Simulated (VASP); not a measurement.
# SnO in VASP: a series of runs

SnO is run at these levels: PBE+D3(BJ); tasks: single point.

Everything below comes from runs of VASP 6.6.1. Logs are shortened: lines on timing, memory, paths and dates and some standing lists are left out, and cuts for length are marked.

## 1. The cell of the first run

The cell holds a slab with vacuum, 8 atoms: a = 3.820 Å, b = 3.820 Å, c = 22.226 Å, α = 90.00°, β = 90.00°, γ = 90.00°.

## 2. Single point, PBE+D3(BJ) (layers slid over each other)

Contents of INCAR:

```
SYSTEM = SnO
  PREC = Accurate
  ENCUT = 520
  EDIFF = 1E-6
  ISMEAR = 0
  SIGMA = 0.05
  LREAL = .FALSE.
  LASPH = .TRUE.
  NELM = 80
  ALGO = Normal
  ISIF = 2
  LWAVE = .FALSE.
  LCHARG = .FALSE.
  LDIPOL = .TRUE.
  IDIPOL = 3
  DIPOL = 0.5 0.5 0.408
  GGA = PE
  IVDW = 12
  NBANDS = 50
```

Contents of KPOINTS:

```
Automatic mesh
0
G
  7 7 1
  0 0 0
```

Contents of POSCAR:

```
SnO
1.0
    3.8201636883      0.0000000000      0.0000000000
    0.0000000000      3.8201636883      0.0000000000
    0.0000000000      0.0000000000     22.2260802162
Sn O
4 4
Direct
    0.7500000000      0.2500000000      0.2024648501
    0.2500000000      0.7500000000      0.3087831971
    0.3750000000      0.8750000000      0.5067488283
    0.8750000000      0.3750000000      0.6130671753
    0.2500000000      0.2500000000      0.2556240236
    0.7500000000      0.7500000000      0.2556240236
    0.8750000000      0.8750000000      0.5599080018
    0.3750000000      0.3750000000      0.5599080018
```

Potentials or basis: VASP PAW PBE potentials, release 64 (Sn_d, O).

The run is started by

```console
cat potpaw_PBE.64/Sn_d/POTCAR potpaw_PBE.64/O/POTCAR > POTCAR
mpirun -np 1 vasp_std > vasp.out
```

OUTCAR:

```text
SYSTEM = SnO
   PREC = Accurate
   ENCUT = 520
   EDIFF = 1E-6
   ISMEAR = 0
   LREAL = .FALSE.
   LASPH = .TRUE.
   NELM = 80
   ISIF = 2
   GGA = PE
   IVDW = 12
 IVDW          = 12

 ion  position               nearest neighbor table
   1  0.750  0.250  0.202-   5 2.25   6 2.25   6 2.25   5 2.25   2 3.59   2 3.59   2 3.59   2 3.59

   2  0.250  0.750  0.309-   5 2.25   6 2.25   5 2.25   6 2.25   1 3.59   1 3.59   1 3.59   1 3.59

   3  0.375  0.875  0.507-   7 2.25   8 2.25   8 2.25   7 2.25   4 3.59   4 3.59   4 3.59   4 3.59

   4  0.875  0.375  0.613-   7 2.25   8 2.25   7 2.25   8 2.25   3 3.59   3 3.59   3 3.59   3 3.59

   5  0.250  0.250  0.256-   1 2.25   2 2.25   2 2.25   1 2.25
   6  0.750  0.750  0.256-   1 2.25   2 2.25   1 2.25   2 2.25
   7  0.875  0.875  0.560-   3 2.25   3 2.25   4 2.25   4 2.25
   8  0.375  0.375  0.560-   3 2.25   3 2.25   4 2.25   4 2.25

  LATTYP: Found a simple tetragonal cell.
 ALAT       =     3.8201636883
 C/A-ratio  =     5.8180962989

  Lattice vectors:

 A1 = (   3.8201636883,   0.0000000000,   0.0000000000)
 A2 = (   0.0000000000,   3.8201636883,   0.0000000000)
 A3 = (   0.0000000000,   0.0000000000,  22.2260802162)

Analysis of symmetry for initial positions (statically):
=====================================================================
 Subroutine PRICEL returns:
 Original cell was already a primitive cell.

 Routine SETGRP: Setting up the symmetry group for a
 simple tetragonal supercell.

 Subroutine GETGRP returns: Found  4 space group operations
 (whereof  1 operations were pure point group operations)
 out of a pool of 16 trial point group operations.

The static configuration has the point symmetry C_1 .
 The point group associated with its full space group is C_2h.

Analysis of symmetry for dynamics (positions and initial velocities):
=====================================================================
 Subroutine PRICEL returns:
 Original cell was already a primitive cell.

 Routine SETGRP: Setting up the symmetry group for a
 simple tetragonal supercell.

 Subroutine GETGRP returns: Found  4 space group operations
 (whereof  1 operations were pure point group operations)
 out of a pool of 16 trial point group operations.

The dynamic configuration has the point symmetry C_1 .
 The point group associated with its full space group is C_2h.

 Subroutine INISYM returns: Found  4 space group operations
 (whereof  1 operations are pure point group operations),
 and found     1 'primitive' translations

----------------------------------------------------------------------------------------

                                     Primitive cell

  volume of cell :     324.3596

  direct lattice vectors                    reciprocal lattice vectors
     3.820163688  0.000000000  0.000000000     0.261768888  0.000000000  0.000000000
     0.000000000  3.820163688  0.000000000     0.000000000  0.261768888  0.000000000
     0.000000000  0.000000000 22.226080216     0.000000000  0.000000000  0.044992189

  length of vectors
     3.820163688  3.820163688 22.226080216     0.261768888  0.261768888  0.044992189

  position of ions in fractional coordinates (direct lattice)
     0.750000000  0.250000000  0.202464850
     0.250000000  0.750000000  0.308783197
     0.375000000  0.875000000  0.506748828
     0.875000000  0.375000000  0.613067175
     0.250000000  0.250000000  0.255624024
     0.750000000  0.750000000  0.255624024
     0.875000000  0.875000000  0.559908002
     0.375000000  0.375000000  0.559908002

  ion indices of the primitive-cell ions
   primitive index   ion index
                 1           1
                 2           2
                 3           3
                 4           4
                 5           5
                 6           6
                 7           7
                 8           8

----------------------------------------------------------------------------------------

 KPOINTS: Automatic mesh

Automatic generation of k-mesh.
 Grid dimensions read from file:
 generate k-points for:    7    7    1

 Generating k-lattice:

  Cartesian coordinates                     Fractional coordinates (reciprocal lattice)
     0.037395555  0.000000000  0.000000000     0.142857143  0.000000000  0.000000000
     0.000000000  0.037395555  0.000000000     0.000000000  0.142857143  0.000000000
     0.000000000  0.000000000  0.044992189     0.000000000  0.000000000  1.000000000

  Length of vectors
     0.037395555  0.037395555  0.044992189

  Shift w.r.t. Gamma in fractional coordinates (k-lattice)
     0.000000000  0.000000000  0.000000000

 Subroutine IBZKPT returns following result:
 ===========================================

 Found     16 irreducible k-points:

 Following reciprocal coordinates:
            Coordinates               Weight
  0.000000  0.000000  0.000000      1.000000
  0.142857  0.000000  0.000000      4.000000
  0.285714  0.000000  0.000000      4.000000
  0.428571  0.000000  0.000000      4.000000
  0.142857  0.142857  0.000000      2.000000
 -0.142857  0.142857  0.000000      2.000000
[... 8 lines left out ...]
  0.428571  0.428571  0.000000      2.000000
 -0.428571  0.428571  0.000000      2.000000
   k-points           NKPTS =     16   k-points in BZ     NKDIM =     16   number of bands    NBANDS=     50
   number of dos      NEDOS =    301   number of ions     NIONS =      8
   total plane-waves  NPLWV = 131712
   dimension x,y,z NGX =    28 NGY =   28 NGZ =  168
   dimension x,y,z NGXF=    56 NGYF=   56 NGZF=  336
   ions per type =               4   4
   NGX,Y,Z   is equivalent  to a cutoff of  12.19, 12.19, 12.57 a.u.
   NGXF,Y,Z  is equivalent  to a cutoff of  24.37, 24.37, 25.13 a.u.
 SYSTEM =  SnO
   PREC   = accura    normal or accurate (medium, high low for compatibility)
   ISTART =      0    job   : 0-new  1-cont  2-samecut
   ICHARG =      2    charge: 1-file 2-atom 10-const
   ISPIN  =      1    spin polarized calculation?
   LNONCOLLINEAR =      F non collinear calculations
   LSORBIT =      F    spin-orbit coupling
   LASPH  =      T    aspherical Exc in radial PAW
   ENCUT  =  520.0 eV  38.22 Ry    6.18 a.u.   7.10  7.10 41.33*2*pi/ulx,y,z
   NELM   =     80;   NELMIN=  2; NELMDL= -5     # of ELM steps
   EDIFF  = 0.1E-05   stopping-criterion for ELM
   LREAL  =      F    real-space projection
   EDIFFG = 0.1E-04   stopping-criterion for IOM
   NSW    =      0    number of steps for IOM
   IBRION =     -1    ionic relax: 0-MD 1-quasi-New 2-CG
   NFREE  =      0    steps in history (QN), initial steepest desc. (CG)
   ISIF   =      2    stress and relaxation
   ISYM   =      2    0-nonsym 1-usesym 2-fastsym
   POTIM  = 0.5000    time-step for ionic-motion
   TEBEG  =    0.0;   TEEND  =   0.0 temperature during run
   PSTRESS=    0.0 pullay stress
   NELECT =      80.0000    total number of electrons
   NUPDOWN=      -1.0000    fix difference up-down
   EMIN   =  10.00;   EMAX   =-10.00  energy-range for DOS
   EFERMI =   0.00;   METHOD = LEGACY
   ISMEAR =     0;   SIGMA  =   0.05  broadening in eV -4-tet -1-fermi 0-gaus
   EFERMI_NEDOS =   21; number of points for ismear=-14 and -15
   IALGO  =     38    algorithm
   IMIX   =      4    mixing-type and parameters
     AMIX     =   0.40;   BMIX     =  1.00
     AMIX_MAG =   1.60;   BMIX_MAG =  1.00
  volume/ion in A,a.u.               =      40.54       273.61
  Fermi-wavevector in a.u.,A,eV,Ry     =   1.026666  1.940118 14.341129  1.054043
  Thomas-Fermi vector in A             =   2.160571
   LORBIT       =      0    0 simple, 1 ext, 2 COOP (PROOUT), +10 PAW based schemes
   GGA     = PE    functional components
   LHFCALC =     F    Hartree Fock is set to
   AEXX    =    0.0000 exact exchange contribution
   IVDW    =    12    specifies the selected vdW correction
   LEPSILON=     F    determine dielectric tensor
   LRPA    =     F    only Hartree local field effects (RPA)
 non-spin polarized calculation
 Gauss-broadening in eV      SIGMA  =   0.05
  energy-cutoff  :      520.00
  volume of cell :      324.36
 maximum number of plane-waves:      8769
   NGX = 15   NGY = 15   NGZ = 83

 dipolmoment           0.000000      0.000000      0.000004 electrons x Angstroem

 number of electron      79.9999970 magnetization

 dipolmoment           0.000000      0.000000     -0.000000 electrons x Angstroem

 Free energy of the ion-electron system (eV)
  ---------------------------------------------------
  ext. energy  EPLUGINS =         0.00000000
  ---------------------------------------------------
  free energy    TOTEN  =       -45.14904068 eV

  energy without entropy =      -45.14904068  energy(sigma->0) =      -45.14904068

 E-fermi :   0.0574     XC(G=0):  -5.3359

 val. band max:       -0.2326378411   @ k =  -0.1429   0.1429   0.0000
 cond. band min:       2.3311481704   @ k =   0.0000   0.0000   0.0000
 fundamental gap:      2.5637860115
 Fermi energy:         0.0574202439

 k-point     1 :       0.0000    0.0000    0.0000
  band No.  band energies     occupation
      1     -21.0459      2.00000
      2     -21.0459      2.00000
      3     -20.6852      2.00000
      4     -20.6852      2.00000
      5     -20.6477      2.00000
      6     -20.6477      2.00000
[... 42 lines left out ...]
     49       5.1988      0.00000
     50       5.2180      0.00000

 k-point     2 :       0.1429    0.0000    0.0000
  band No.  band energies     occupation
      1     -21.0370      2.00000
      2     -21.0369      2.00000
      3     -20.6859      2.00000
      4     -20.6858      2.00000
      5     -20.6495      2.00000
      6     -20.6492      2.00000
[... 734 lines left out ...]
 k-point    16 :      -0.4286    0.4286    0.0000
  band No.  band energies     occupation
      1     -20.9869      2.00000
      2     -20.9867      2.00000
      3     -20.9731      2.00000
      4     -20.9728      2.00000
      5     -20.6522      2.00000
      6     -20.6521      2.00000
[... 42 lines left out ...]
     49       5.9866      0.00000
     50       6.1787      0.00000

------------------------ aborting loop because EDIFF is reached ----------------------------------------

 vacuum level on the upper side and lower side of the slab       (xc-potential included)        -0.158        -0.158

 Edisp (eV)   -1.22145

 E8    (eV) :    -0.5398

  FORCE on cell =-STRESS in cart. coord.  units (eV):
  Direction    XX          YY          ZZ          XY          YZ          ZX
  --------------------------------------------------------------------------------------
  -------------------------------------------------------------------------------------
  Total       0.20443     0.20443     0.18993     0.00835     0.11112     0.11112
  in kB       1.00977     1.00977     0.93816     0.04122     0.54887     0.54887
  external pressure =        0.99 kB  Pullay stress =        0.00 kB

 VOLUME and BASIS-vectors are now :
 -----------------------------------------------------------------------------
  energy-cutoff  :      520.00
  volume of cell :      324.36
      direct lattice vectors                 reciprocal lattice vectors
     3.820163688  0.000000000  0.000000000     0.261768888  0.000000000  0.000000000
     0.000000000  3.820163688  0.000000000     0.000000000  0.261768888  0.000000000
     0.000000000  0.000000000 22.226080216     0.000000000  0.000000000  0.044992189

 POSITION                                       TOTAL-FORCE (eV/Angst)
 -----------------------------------------------------------------------------------
      2.86512      0.95504      4.50000        -0.002065     -0.002065     -0.085752
      0.95504      2.86512      6.86304        -0.010812     -0.010812      0.095801
      1.43256      3.34264     11.26304         0.010812      0.010812     -0.095801
      3.34264      1.43256     13.62608         0.002065      0.002065      0.085752
      0.95504      0.95504      5.68152         0.004125     -0.010722      0.001071
      2.86512      2.86512      5.68152        -0.010722      0.004125      0.001071
      3.34264      3.34264     12.44456         0.010722     -0.004125     -0.001071
      1.43256      1.43256     12.44456        -0.004125      0.010722     -0.001071
 -----------------------------------------------------------------------------------
    total drift:                                0.000000      0.000000     -0.000002

  FREE ENERGIE OF THE ION-ELECTRON SYSTEM (eV)
  ---------------------------------------------------
  free  energy   TOTEN  =       -46.3704872521 eV

  energy  without entropy=      -46.3704872521  energy(sigma->0) =      -46.37048725

 vacuum level on the upper side and lower side of the slab         4.797         4.797
```

Wall time 6.6 min (1 thread of Oxide Virtual Turin-like, shared host); peak memory 0.41 GiB.

What came out:

* Free energy: -46.3705 eV
* Largest force: 0.097 eV/Å
* Band gap on the k mesh: 2.56 eV (least direct gap 2.60 eV)
* Dispersion energy per atom: -0.153 eV

Forces on the atoms (eV/Å):
```
Sn  -0.002 -0.002 -0.086
Sn  -0.011 -0.011  0.096
Sn   0.011  0.011 -0.096
Sn   0.002  0.002  0.086
O    0.004 -0.011  0.001
O   -0.011  0.004  0.001
O    0.011 -0.004 -0.001
O   -0.004  0.011 -0.001
```

Caveat: the cell differs from its parent crystal (layers slid over each other); spin-orbit coupling is left out, which moves the levels of the heavy elements.

## 3. Single point, PBE+D3(BJ) (layers slid over each other)

Contents of INCAR:

```
SYSTEM = SnO
PREC = Accurate
ENCUT = 520
EDIFF = 1E-6
ISMEAR = 0
SIGMA = 0.05
LREAL = .False.
LASPH = .True.
NELM = 80
ALGO = Normal
ISIF = 2
LWAVE = .False.
LCHARG = .True.
LDIPOL = .True.
IDIPOL = 3
DIPOL = 0.5 0.5 0.408
GGA = PE
IVDW = 12
LELF = .True.
LVHAR = .True.
LVACPOTAV = .True.
NBANDS = 50
```

Contents of KPOINTS:

```
regular mesh
0
Gamma
  7 7 1
  0 0 0
```

Contents of POSCAR:

```
SnO
1.0
    3.8201636883      0.0000000000      0.0000000000
    0.0000000000      3.8201636883      0.0000000000
    0.0000000000      0.0000000000     22.2260802162
Sn O
4 4
Direct
    0.7500000000      0.2500000000      0.2024648501
    0.2500000000      0.7500000000      0.3087831971
    0.6250000000      1.1250000000      0.5067488283
    1.1250000000      0.6250000000      0.6130671753
    0.2500000000      0.2500000000      0.2556240236
    0.7500000000      0.7500000000      0.2556240236
    1.1250000000      1.1250000000      0.5599080018
    0.6250000000      0.6250000000      0.5599080018
```

Potentials or basis: VASP PAW PBE potentials, release 64 (Sn_d, O).

The run is started by

```console
cat potpaw_PBE.64/Sn_d/POTCAR potpaw_PBE.64/O/POTCAR > POTCAR
mpirun -np 1 vasp_std > vasp.out
```

Run time: 5.6 min. Hardware: 1 thread of Oxide Virtual Turin-like, shared host; peak memory 0.41 GiB.

It converged, with:

- Free energy: -46.4069 eV
- Largest force: 0.170 eV/Å
- Band gap on the k mesh: 2.60 eV (least direct gap 2.62 eV)
- Dispersion energy per atom: -0.153 eV

Forces in eV/Å, atoms in the order of the input:
```
Sn  -0.001 -0.001 -0.083
Sn  -0.005 -0.005  0.170
Sn   0.005  0.005 -0.170
Sn   0.001  0.001  0.083
O    0.003 -0.007  0.008
O   -0.007  0.003  0.008
O    0.007 -0.003 -0.008
O   -0.003  0.007 -0.008
```

Levels at points of the mesh, in eV from the valence-band top:
| k point | band 38 | band 39 | band 40 | band 41 | band 42 | band 43 |
| --- | --- | --- | --- | --- | --- | --- |
| (0.00, 0.00, 0.00) | -1.88 | -0.47 | -0.02 | 2.60 | 2.93 | 2.94 |

Caveat: the cell differs from its parent crystal (layers slid over each other); spin-orbit coupling is left out, which moves the levels of the heavy elements.
